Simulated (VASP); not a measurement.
# TiCo3 (Pm-3m) in VASP: notebook

The runs below take TiCo3 through single point, with PBEsol.

Everything below comes from runs of VASP 6.6.1. Logs are shortened: lines on timing, memory, paths and dates and some standing lists are left out, and cuts for length are marked.

## (1) The cell of the first run

It takes space group Pm-3m (No. 221, cubic). Conventional cell: a = 3.528 Å, b = 3.528 Å, c = 3.528 Å, α = 90.00°, β = 90.00°, γ = 90.00°. Ti (site symmetry m-3m) has 12 Co at 2.49 Å within 3.3 Å. Co (site symmetry 4/mmm) has 4 Ti at 2.49 Å and 8 Co at 2.49 Å within 3.3 Å.

## (2) Single point, PBEsol, collinear spin, ferromagnetic start (10.98 Å³/atom)

The input, INCAR:

```
SYSTEM = TiCo3
PREC = Accurate
ENCUT = 520
EDIFF = 1E-6
ISMEAR = 0
SIGMA = 0.15
LREAL = .False.
LASPH = .True.
NELM = 150
ALGO = Normal
ISIF = 2
LWAVE = .False.
LCHARG = .True.
ISPIN = 2
MAGMOM = 0.5 1.1 1.1 1.1
LORBIT = 11
NUPDOWN = 3.8
LMAXMIX = 4
GGA = PS
LELF = .True.
LVHAR = .True.
NBANDS = 32
```

The input, KPOINTS:

```
regular mesh
0
Gamma
  12 12 12
  0 0 0
```

The input, POSCAR:

```
TiCo3
1.0
    3.5280257688      0.0000000000      0.0000000000
    0.0000000000      3.5280257688      0.0000000000
    0.0000000000      0.0000000000      3.5280257688
Ti Co
1 3
Direct
    0.0000000000      0.0000000000      0.0000000000
    0.0000000000      0.5000000000      0.5000000000
    0.5000000000      0.0000000000      0.5000000000
    0.5000000000      0.5000000000      0.0000000000
```

Potentials or basis: VASP PAW PBE potentials, release 64 (Ti_sv, Co).

Started as:

```
$ cat potpaw_PBE.64/Ti_sv/POTCAR potpaw_PBE.64/Co/POTCAR > POTCAR
$ mpirun -np 1 vasp_std > vasp.out
```

OUTCAR:

```text
SYSTEM = TiCo3
   PREC = Accurate
   ENCUT = 520
   EDIFF = 1E-6
   ISMEAR = 0
   LREAL = .False.
   LASPH = .True.
   NELM = 150
   ISIF = 2
   ISPIN = 2
   LORBIT = 11
   NUPDOWN = 3.8
   GGA = PS

 ion  position               nearest neighbor table
   1  0.000  0.000  0.000-   2 2.49   3 2.49   4 2.49   2 2.49   3 2.49   2 2.49   4 2.49   2 2.49
                             3 2.49   4 2.49   3 2.49   4 2.49
   2  0.000  0.500  0.500-   1 2.49   3 2.49   4 2.49   1 2.49   4 2.49   1 2.49   3 2.49   1 2.49
                             3 2.49   4 2.49   4 2.49   3 2.49
   3  0.500  0.000  0.500-   1 2.49   2 2.49   4 2.49   1 2.49   4 2.49   2 2.49   4 2.49   4 2.49
                             1 2.49   2 2.49   1 2.49   2 2.49
   4  0.500  0.500  0.000-   1 2.49   2 2.49   3 2.49   2 2.49   3 2.49   1 2.49   3 2.49   3 2.49
                             1 2.49   2 2.49   2 2.49   1 2.49

  LATTYP: Found a simple cubic cell.
 ALAT       =     3.5280257688

  Lattice vectors:

 A1 = (   3.5280257688,   0.0000000000,   0.0000000000)
 A2 = (   0.0000000000,   3.5280257688,   0.0000000000)
 A3 = (   0.0000000000,   0.0000000000,   3.5280257688)

Analysis of symmetry for initial positions (statically):
=====================================================================
 Subroutine PRICEL returns:
 Original cell was already a primitive cell.

 Routine SETGRP: Setting up the symmetry group for a
 simple cubic supercell.

 Subroutine GETGRP returns: Found 48 space group operations
 (whereof 48 operations were pure point group operations)
 out of a pool of 48 trial point group operations.

The static configuration has the point symmetry O_h .

Analysis of symmetry for dynamics (positions and initial velocities):
=====================================================================
 Subroutine PRICEL returns:
 Original cell was already a primitive cell.

 Routine SETGRP: Setting up the symmetry group for a
 simple cubic supercell.

 Subroutine GETGRP returns: Found 48 space group operations
 (whereof 48 operations were pure point group operations)
 out of a pool of 48 trial point group operations.

The dynamic configuration has the point symmetry O_h .

Analysis of structural, dynamic, and magnetic symmetry:
=====================================================================
 Subroutine PRICEL returns:
 Original cell was already a primitive cell.

 Routine SETGRP: Setting up the symmetry group for a
 simple cubic supercell.

 Subroutine GETGRP returns: Found 48 space group operations
 (whereof 48 operations were pure point group operations)
 out of a pool of 48 trial point group operations.

The overall configuration has the point symmetry O_h .

 Subroutine INISYM returns: Found 48 space group operations
 (whereof 48 operations are pure point group operations),
 and found     1 'primitive' translations

----------------------------------------------------------------------------------------

                                     Primitive cell

  volume of cell :      43.9132

  direct lattice vectors                    reciprocal lattice vectors
     3.528025769  0.000000000  0.000000000     0.283444642  0.000000000  0.000000000
     0.000000000  3.528025769  0.000000000     0.000000000  0.283444642  0.000000000
     0.000000000  0.000000000  3.528025769     0.000000000  0.000000000  0.283444642

  length of vectors
     3.528025769  3.528025769  3.528025769     0.283444642  0.283444642  0.283444642

  position of ions in fractional coordinates (direct lattice)
     0.000000000  0.000000000  0.000000000
     0.000000000  0.500000000  0.500000000
     0.500000000  0.000000000  0.500000000
     0.500000000  0.500000000  0.000000000

  ion indices of the primitive-cell ions
   primitive index   ion index
                 1           1
                 2           2
                 3           3
                 4           4

----------------------------------------------------------------------------------------

 KPOINTS: regular mesh

Automatic generation of k-mesh.
 Grid dimensions read from file:
 generate k-points for:   12   12   12

 Generating k-lattice:

  Cartesian coordinates                     Fractional coordinates (reciprocal lattice)
     0.023620387  0.000000000  0.000000000     0.083333333  0.000000000  0.000000000
     0.000000000  0.023620387  0.000000000     0.000000000  0.083333333  0.000000000
     0.000000000  0.000000000  0.023620387     0.000000000  0.000000000  0.083333333

  Length of vectors
     0.023620387  0.023620387  0.023620387

  Shift w.r.t. Gamma in fractional coordinates (k-lattice)
     0.000000000  0.000000000  0.000000000

 Subroutine IBZKPT returns following result:
 ===========================================

 Found     84 irreducible k-points:

 Following reciprocal coordinates:
            Coordinates               Weight
  0.000000  0.000000  0.000000      1.000000
  0.083333  0.000000  0.000000      6.000000
  0.166667  0.000000  0.000000      6.000000
  0.250000  0.000000  0.000000      6.000000
  0.333333  0.000000  0.000000      6.000000
  0.416667  0.000000  0.000000      6.000000
[... 16 lines left out ...]
  0.333333  0.333333  0.000000     12.000000
  0.416667  0.333333  0.000000     24.000000
 [... further k-points ...]
   k-points           NKPTS =     84   k-points in BZ     NKDIM =     84   number of bands    NBANDS=     32
   number of dos      NEDOS =    301   number of ions     NIONS =      4
   total plane-waves  NPLWV =  21952
   dimension x,y,z NGX =    28 NGY =   28 NGZ =   28
   dimension x,y,z NGXF=    56 NGYF=   56 NGZF=   56
   ions per type =               1   3
   NGX,Y,Z   is equivalent  to a cutoff of  13.19, 13.19, 13.19 a.u.
   NGXF,Y,Z  is equivalent  to a cutoff of  26.39, 26.39, 26.39 a.u.
 SYSTEM =  TiCo3
   PREC   = accura    normal or accurate (medium, high low for compatibility)
   ISTART =      0    job   : 0-new  1-cont  2-samecut
   ICHARG =      2    charge: 1-file 2-atom 10-const
   ISPIN  =      2    spin polarized calculation?
   LNONCOLLINEAR =      F non collinear calculations
   LSORBIT =      F    spin-orbit coupling
   LASPH  =      T    aspherical Exc in radial PAW
   ENCUT  =  520.0 eV  38.22 Ry    6.18 a.u.   6.56  6.56  6.56*2*pi/ulx,y,z
   NELM   =    150;   NELMIN=  2; NELMDL= -5     # of ELM steps
   EDIFF  = 0.1E-05   stopping-criterion for ELM
   LREAL  =      F    real-space projection
   EDIFFG = 0.1E-04   stopping-criterion for IOM
   NSW    =      0    number of steps for IOM
   IBRION =     -1    ionic relax: 0-MD 1-quasi-New 2-CG
   NFREE  =      0    steps in history (QN), initial steepest desc. (CG)
   ISIF   =      2    stress and relaxation
   ISYM   =      2    0-nonsym 1-usesym 2-fastsym
   POTIM  = 0.5000    time-step for ionic-motion
   TEBEG  =    0.0;   TEEND  =   0.0 temperature during run
   PSTRESS=    0.0 pullay stress
   NELECT =      39.0000    total number of electrons
   NUPDOWN=       3.8000    fix difference up-down
   EMIN   =  10.00;   EMAX   =-10.00  energy-range for DOS
   EFERMI =   0.00;   METHOD = LEGACY
   ISMEAR =     0;   SIGMA  =   0.15  broadening in eV -4-tet -1-fermi 0-gaus
   EFERMI_NEDOS =   21; number of points for ismear=-14 and -15
   IALGO  =     38    algorithm
   IMIX   =      4    mixing-type and parameters
     AMIX     =   0.40;   BMIX     =  1.00
     AMIX_MAG =   1.60;   BMIX_MAG =  1.00
  volume/ion in A,a.u.               =      10.98        74.09
  Fermi-wavevector in a.u.,A,eV,Ry     =   1.573613  2.973697 33.691536  2.476258
  Thomas-Fermi vector in A             =   2.674871
   LORBIT       =     11    0 simple, 1 ext, 2 COOP (PROOUT), +10 PAW based schemes
   GGA     = PS    functional components
   LHFCALC =     F    Hartree Fock is set to
   AEXX    =    0.0000 exact exchange contribution
   IVDW    =     0    specifies the selected vdW correction
   LEPSILON=     F    determine dielectric tensor
   LRPA    =     F    only Hartree local field effects (RPA)
 spin polarized calculation
 Gauss-broadening in eV      SIGMA  =   0.15
  energy-cutoff  :      520.00
  volume of cell :       43.91
 maximum number of plane-waves:      1213
 NGX is ok and might be reduce to    28
   NGX = 13   NGY = 13   NGZ = 13

 number of electron      38.9999988 magnetization       3.7999995

 Free energy of the ion-electron system (eV)
  ---------------------------------------------------
  ext. energy  EPLUGINS =         0.00000000
  ---------------------------------------------------
  free energy    TOTEN  =       -32.08898570 eV

  energy without entropy =      -32.00858746  energy(sigma->0) =      -32.04878658

 E-fermi :  10.6955     XC(G=0): -13.6695

 val. band max:       12.0873649166   @ k =   0.4167   0.1667   0.0000
 cond. band min:      10.6999360708   @ k =   0.5000   0.4167   0.0833
 fundamental gap:     -1.3874288458
 Fermi energy:        12.0938648828

 spin component 1

 k-point     1 :       0.0000    0.0000    0.0000
  band No.  band energies     occupation
      1     -45.1516      1.00000
      2     -21.5267      1.00000
      3     -21.5267      1.00000
      4     -21.5267      1.00000
      5       2.3897      1.00000
      6       5.8122      1.00000
[... 23 lines left out ...]
     30      22.6297      0.00000
     31      22.6297      0.00000

 k-point     2 :       0.0833    0.0000    0.0000
  band No.  band energies     occupation
      1     -45.1512      1.00000
      2     -21.5322      1.00000
      3     -21.5270      1.00000
      4     -21.5270      1.00000
      5       2.4868      1.00000
      6       5.8533      1.00000
[... 23 lines left out ...]
     30      22.5863      0.00000
     31      22.9858      0.00000

 k-point     3 :       0.1667    0.0000    0.0000
  band No.  band energies     occupation
      1     -45.1501      1.00000
      2     -21.5470      1.00000
      3     -21.5277      1.00000
      4     -21.5277      1.00000
      5       2.7731      1.00000
      6       5.9524      1.00000
[... 703 lines left out ...]
     30      22.6381      0.00000
     31      24.1845      0.00000

 k-point    24 :       0.4167    0.3333    0.0000
  band No.  band energies     occupation
      1     -45.1431      1.00000
      2     -21.5917      1.00000
      3     -21.5771      1.00000
      4     -21.5325      1.00000
      5       5.6109      1.00000
      6       6.7630      1.00000
[... 23 lines left out ...]
     30      22.8088      0.00000
     31      23.4134      0.00000

 [... further k-points ...]

 spin component 2

 k-point     1 :       0.0000    0.0000    0.0000
  band No.  band energies     occupation
      1     -45.2160      1.00000
      2     -21.5946      1.00000
      3     -21.5946      1.00000
      4     -21.5946      1.00000
      5       2.5632      1.00000
      6       6.5204      1.00000
[... 23 lines left out ...]
     30      23.0546      0.00000
     31      23.0546      0.00000

 k-point     2 :       0.0833    0.0000    0.0000
  band No.  band energies     occupation
      1     -45.2156      1.00000
      2     -21.6000      1.00000
      3     -21.5948      1.00000
      4     -21.5948      1.00000
      5       2.6606      1.00000
      6       6.5625      1.00000
[... 23 lines left out ...]
     30      23.0159      0.00000
     31      23.4536      0.00000

 k-point     3 :       0.1667    0.0000    0.0000
  band No.  band energies     occupation
      1     -45.2145      1.00000
      2     -21.6146      1.00000
      3     -21.5955      1.00000
      4     -21.5955      1.00000
      5       2.9484      1.00000
      6       6.6585      1.00000
[... 703 lines left out ...]
     30      23.1122      0.00000
     31      24.5896      0.00000

 k-point    24 :       0.4167    0.3333    0.0000
  band No.  band energies     occupation
      1     -45.2075      1.00000
      2     -21.6589      1.00000
      3     -21.6445      1.00000
      4     -21.6002      1.00000
      5       5.8600      1.00000
      6       7.1847      1.00000
[... 23 lines left out ...]
     30      23.2779      0.00000
     31      23.7724      0.00000

 [... further k-points ...]

 [bands above 31 left out]

------------------------ aborting loop because EDIFF is reached ----------------------------------------

  FORCE on cell =-STRESS in cart. coord.  units (eV):
  Direction    XX          YY          ZZ          XY          YZ          ZX
  --------------------------------------------------------------------------------------
  -------------------------------------------------------------------------------------
  Total        2.5508389      2.5508389      2.5508389      0.0000000      0.0000000      0.0000000
  in kB       93.0675694     93.0675694     93.0675694      0.0000000      0.0000000      0.0000000
  external PRESSURE =      93.0675694 kB  Pullay stress =       0.0000000 kB

 VOLUME and BASIS-vectors are now :
 -----------------------------------------------------------------------------
  energy-cutoff  :      520.00
  volume of cell :       43.91
      direct lattice vectors                 reciprocal lattice vectors
     3.528025769  0.000000000  0.000000000     0.283444642  0.000000000  0.000000000
     0.000000000  3.528025769  0.000000000     0.000000000  0.283444642  0.000000000
     0.000000000  0.000000000  3.528025769     0.000000000  0.000000000  0.283444642

 POSITION                                       TOTAL-FORCE (eV/Angst)
 -----------------------------------------------------------------------------------
      0.00000      0.00000      0.00000         0.000000      0.000000      0.000000
      0.00000      1.76401      1.76401         0.000000      0.000000      0.000000
      1.76401      0.00000      1.76401         0.000000      0.000000      0.000000
      1.76401      1.76401      0.00000         0.000000      0.000000      0.000000
 -----------------------------------------------------------------------------------
    total drift:                                0.000000      0.000000      0.000000

  FREE ENERGIE OF THE ION-ELECTRON SYSTEM (eV)
  ---------------------------------------------------
  free  energy   TOTEN  =       -32.0889857045 eV

  energy  without entropy=      -32.0085874592  energy(sigma->0) =      -32.04878658

 total charge

# of ion       s       p       d       tot
------------------------------------------
    1        2.280   6.227   2.011  10.518
    2        0.535   0.572   7.312   8.418
    3        0.535   0.572   7.312   8.418
    4        0.535   0.572   7.312   8.418
--------------------------------------------------
tot          3.884   7.942  23.948  35.773

 magnetization (x)

# of ion       s       p       d       tot
------------------------------------------
    1       -0.001  -0.000  -0.087  -0.089
    2        0.001   0.023   1.257   1.281
    3        0.001   0.023   1.257   1.281
    4        0.001   0.023   1.257   1.281
--------------------------------------------------
tot          0.003   0.070   3.683   3.756
```

Wall time 3.4 min (1 thread of Intel Xeon Platinum 8488C (Sapphire Rapids), shared host); peak memory 0.3 GiB.

What came out:

```
Free energy                                           : -32.0890 eV
Pressure                                              : 9.3 GPa
Net moment                                            : 3.80 μB per cell
Site moments                                          : Ti -0.09; Co +1.28 μB
Valence electrons inside the program's atomic spheres : Ti 10.52; Co 8.42
```

Caveat: the cell stands under pressure; the PAW data sets were made with another functional, which shifts forces and pressure a little; the total moment is fixed, so each spin has its own Fermi level and the state may be an excited one.

## (3) Single point, PBEsol, collinear spin, ferromagnetic start (10.98 Å³/atom)

The input, INCAR:

```
  PREC = Accurate
  ENCUT = 520
  EDIFF = 1E-6
  ISMEAR = 0
  SIGMA = 0.15
  LREAL = F
  LASPH = T
  NELM = 150
  ALGO = Normal
  ISIF = 2
  LWAVE = F
  LCHARG = F
  ISPIN = 2
  MAGMOM = 0.9 1.98 1.98 1.98
  LORBIT = 11
  NUPDOWN = 6.84
  LMAXMIX = 4
  GGA = PS
  NBANDS = 32
```

The input, KPOINTS:

```
regular mesh
0
Gamma
  12 12 12
```

POSCAR is that of step 2.

Potentials or basis: VASP PAW PBE potentials, release 64 (Ti_sv, Co).

Started as:

```
$ cat potpaw_PBE.64/Ti_sv/POTCAR potpaw_PBE.64/Co/POTCAR > POTCAR
$ mpirun -np 1 vasp_std > vasp.out
```

It took 3.2 min on 1 thread of Intel Xeon Platinum 8488C (Sapphire Rapids), shared host; peak memory 0.29 GiB.

The run converged. Its results:

```yaml
Free_energy: -29.6863 eV
Pressure: 27.8 GPa
Net_moment: 6.84 μB per cell
Site_moments: Ti +0.63; Co +1.97 μB
Valence_electrons_inside_the_program's_atomic_spheres: Ti 10.59; Co 8.38
```

Caveat: the cell stands under pressure; the PAW data sets were made with another functional, which shifts forces and pressure a little; the total moment is fixed, so each spin has its own Fermi level and the state may be an excited one.
